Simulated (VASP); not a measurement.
Here is a VASP 6.6.1 calculation.

The input INCAR:

```
SYSTEM = BeI5
ALGO = Normal ; EDIFF = 1E-6
ENCUT = 520 ; GGA = PE
ISIF = 2 ; ISMEAR = 0
LASPH = .TRUE. ; LCHARG = .FALSE.
LREAL = .FALSE. ; LWAVE = .FALSE.
NBANDS = 28 ; NELM = 100
PREC = Accurate ; SIGMA = 0.1
```

KPOINTS

```
k-points
0
G
  4 4 4
  0 0 0
```

POSCAR

```
BeI5
1.0
    0.0000000000      4.8674073300      4.8674073300
    4.8674073300      0.0000000000      4.8674073300
    4.8674073300      4.8674073300      0.0000000000
Be I
1 5
Direct
    0.0000000000      0.0000000000      0.0000000000
    0.7500000000      0.7500000000      0.7500000000
    0.3758891600      0.3758891600      0.8723325100
    0.3758891600      0.8723325100      0.3758891600
    0.3758891600      0.3758891600      0.3758891600
    0.8723325100      0.3758891600      0.3758891600
```

Potentials or basis: VASP PAW PBE potentials, release 64 (Be, I).

The run is started by

```bash
$ cat potpaw_PBE.64/Be/POTCAR potpaw_PBE.64/I/POTCAR > POTCAR
$ mpirun -np 1 vasp_std > vasp.out
```

Question: Estimate the pressure.

Answer: -0.5 GPa.

Question: What does it give for the largest force?

Answer: 0.077 eV/Å.

Forces on the atoms (eV/Å):
```
Be   0.000  0.000  0.000
I    0.000  0.000  0.000
I    0.045  0.045 -0.045
I    0.045 -0.045  0.045
I   -0.045 -0.045 -0.045
I   -0.045  0.045  0.045
```

Caveat: an odd number of electrons without spin polarisation forces a metal; a magnetic or distorted state may lie lower.
